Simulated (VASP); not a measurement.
Input of a VASP 6.6.1 run:

Contents of INCAR:

```
SYSTEM = GaP
  PREC = Accurate
  ENCUT = 520
  EDIFF = 1E-7
  ISMEAR = -1
  SIGMA = 0.05
  LREAL = .False.
  LASPH = .True.
  NELM = 60
  ALGO = Normal
  ISIF = 2
  LWAVE = .False.
  LCHARG = .False.
  NBANDS = 26
```

The input KPOINTS:

```
Automatic mesh
0
Gamma
  8 8 8
  0 0 0
```

The input POSCAR:

```
GaP
1.0
    1.9167549946      1.1066390121      6.3438966068
   -1.9167549946      1.1066390121      6.3438966068
    0.0000000000     -2.2132780241      6.3438966068
Ga P
2 2
Direct
    0.5646280000      0.5646280000      0.5646280000
    0.4353720000      0.4353720000      0.4353720000
    0.9426110000      0.9426110000      0.9426110000
    0.0573890000      0.0573890000      0.0573890000
```

Potentials or basis: VASP PAW LDA potentials, release 64 (Ga_d, P).

The run is started by

```bash
$ cat potpaw_LDA.64/Ga_d/POTCAR potpaw_LDA.64/P/POTCAR > POTCAR
$ mpirun -np 1 vasp_std > vasp.out
```

Question: Estimate the band gap on the k mesh.

Answer: 0.73 eV, indirect (least direct gap 1.03 eV).

Question: What does it give for the largest force?

Answer: 0.200 eV/Å.

Question: Estimate the pressure.

Answer: -1.9 GPa.

Stress tensor (GPa, compression positive):
```
-2.15  0.00  0.00
 0.00 -2.15  0.00
 0.00  0.00 -1.44
```

 A k mesh can miss the band edges.
